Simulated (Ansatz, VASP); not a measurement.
**Two plane-wave programs on In6Te**

```
In Te
1.0
     9.33632    0.00000    0.00000
    -4.66816    8.08549    0.00000
     0.00000    0.00000    3.13355
In Te
6 1
Direct
  0.00000 0.33610 0.50000
  0.66390 0.66390 0.50000
  0.33610 0.00000 0.50000
  0.00000 0.66390 0.50000
  0.33610 0.33610 0.50000
  0.66390 0.00000 0.50000
  0.00000 0.00000 0.00000
```

Change from the starting cell: species swapped into the LiC6 type (P6/mmm, No. 191).

Alike in both runs: functional PBE; k mesh 3 × 3 × 4; occupations gaussian, width 0.1 eV; no spin polarisation.

Ansatz relaxed the structure, and its values are those at the end. VASP's run is a single point on that final structure, the one shown.

|  | VASP | Ansatz |
| --- | --- | --- |
| version | VASP 6.6.1 | Ansatz 0.2.0 |
| potentials or method | VASP PAW PBE potentials, release 64 (In_d, Te), cutoff 520 eV | scalar-relativistic, plane waves, PAW |
| valence electrons in the cell | 84 | 94 |

```tsv
	VASP	Ansatz	Ansatz less VASP
gap on the k mesh at the Fermi level (eV)	none	none	-
pressure (GPa)	0.0	0.0	+0.02
```

A gap of «none» marks a metal or a gap that the smearing closes. The functional is the same, so the differences come from potentials, cutoffs and numerics. VASP's potentials hold 84 valence electrons a cell and Ansatz's 94, so a difference there can come from the potentials and not from the codes.

The k mesh is coarse, so the values compare programs but aren't converged. Spin-orbit coupling is off throughout.
